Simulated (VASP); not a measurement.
GaN: single point with LDA

GaN:

```
Ga N
1.0
    -3.15158    0.00000    0.00000
     0.00000    0.00000   -5.13825
     0.00000   -5.45869    0.00000
Ga N
4 4
Direct
  0.50000 0.99892 0.16667
  0.00000 0.99892 0.66667
  0.00000 0.49892 0.33333
  0.50000 0.49892 0.83333
  0.50000 0.63315 0.16668
  0.00000 0.63315 0.66668
  0.00000 0.13315 0.33332
  0.50000 0.13315 0.83332
```

This cell differs from its parent crystal: atoms displaced along a vibrational mode.

| Quantity | Value |
| --- | --- |
| Program | VASP 6.6.1 |
| Task | single point |
| Functional | LDA |
| Potentials or basis | VASP PAW LDA potentials, release 64 (Ga_d, N) |
| Cutoff | 520 eV |
| k mesh | 8 × 6 × 6 |
| Occupations | gaussian, width 0.05 eV |
| Spin | no spin polarisation |

- Pressure: 1.4 GPa
- Largest force: 0.799 eV/Å
- Band gap on the k mesh: 2.08 eV

Forces on the atoms (eV/Å):
```
Ga   0.000  0.001 -0.799
Ga   0.000  0.001 -0.799
Ga   0.000 -0.001 -0.799
Ga   0.000 -0.001 -0.799
N    0.000  0.001  0.799
N    0.000  0.001  0.799
N    0.000 -0.001  0.799
N    0.000 -0.001  0.799
```

Stress tensor (GPa, compression positive):
```
-1.08  0.00  0.00
 0.00 -1.10  0.00
 0.00  0.00  6.50
```

Levels at points of the mesh, in eV from the valence-band top:
| k point | band 32 | band 33 | band 34 | band 35 | band 36 | band 37 | band 38 | band 39 | band 40 | band 41 |
| --- | --- | --- | --- | --- | --- | --- | --- | --- | --- | --- |
| (0.00, 0.00, 0.00) | -1.14 | -0.96 | -0.24 | 0.00 | 0.00 | 2.08 | 4.43 | 4.98 | 5.57 | 5.89 |
| (0.50, 0.00, 0.00) | -4.10 | -2.24 | -2.24 | -2.09 | -2.09 | 5.33 | 5.33 | 6.77 | 6.77 | 7.69 |
| (0.00, 0.50, 0.00) | -2.02 | -0.59 | -0.59 | -0.59 | -0.59 | 4.28 | 4.28 | 4.34 | 4.34 | 7.86 |
| (0.50, 0.50, 0.00) | -3.55 | -1.89 | -1.89 | -1.89 | -1.89 | 5.80 | 5.80 | 5.80 | 5.80 | 7.93 |
| (0.00, 0.00, 0.50) | -2.12 | -0.96 | -0.96 | -0.47 | -0.47 | 4.38 | 4.38 | 6.01 | 6.01 | 7.19 |
| (0.50, 0.00, 0.50) | -2.90 | -2.58 | -2.58 | -0.96 | -0.96 | 4.98 | 4.98 | 5.57 | 5.57 | 5.89 |
| (0.00, 0.50, 0.50) | -2.28 | -1.36 | -1.36 | -1.36 | -1.36 | 5.20 | 5.20 | 5.20 | 5.20 | 7.69 |
| (0.50, 0.50, 0.50) | -2.16 | -2.02 | -2.02 | -2.02 | -2.02 | 4.28 | 4.28 | 4.28 | 4.28 | 7.87 |

Run time: 6.7 min on 1 thread of Intel(R) Xeon(R) Platinum 8259CL CPU @ 2.50GHz (Skylake/Cascade Lake) (shared host), peak memory 0.33 GiB.

Caveat: the cell differs from its parent crystal (atoms displaced along a vibrational mode).
